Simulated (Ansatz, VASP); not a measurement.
**One calculation of C, two programs**

```
CELL_PARAMETERS angstrom
2.50517 0.00000 0.00000
-1.25259 2.16954 0.00000
0.00000 0.00000 8.18182
ATOMIC_POSITIONS crystal
C 0.66667 0.33333 0.84375
C 0.33333 0.66667 0.34375
C 0.66667 0.33333 0.65625
C 0.33333 0.66667 0.15625
C 0.00000 0.00000 0.90625
C 0.00000 0.00000 0.40625
C 0.00000 0.00000 0.59375
C 0.00000 0.00000 0.09375
```

Alike in both runs: task single point; functional r2SCAN; dispersion rVV10; k mesh 12 × 12 × 4; occupations fermi-dirac, width 0.05 eV; no spin polarisation.

|  | VASP | Ansatz |
| --- | --- | --- |
| version | VASP 6.6.1 | Ansatz 0.2.0 |
| potentials or method | VASP PAW PBE potentials, release 64 (C) | Ansatz PAW |
| plane-wave cutoff (eV) | 520 | 500 |
| valence electrons in the cell | 32 | 32 |

```csv
,VASP,Ansatz,Ansatz less VASP
gap on the k mesh at the Fermi level (eV),4.64,4.66,+0.025
least direct gap on the mesh (eV),5.44,5.49,+0.047
pressure (GPa),7.6,6.5,-1.15
"traceless stress, the component that is largest in VASP (GPa)",9.29,9.25,-0.035
rms of the force components (eV/Å),0.208,0.207,-0.0010
```

VASP's potentials were made for PBE, not for r2SCAN. Atom by atom the forces differ by 0.001 eV/Å (rms over components).
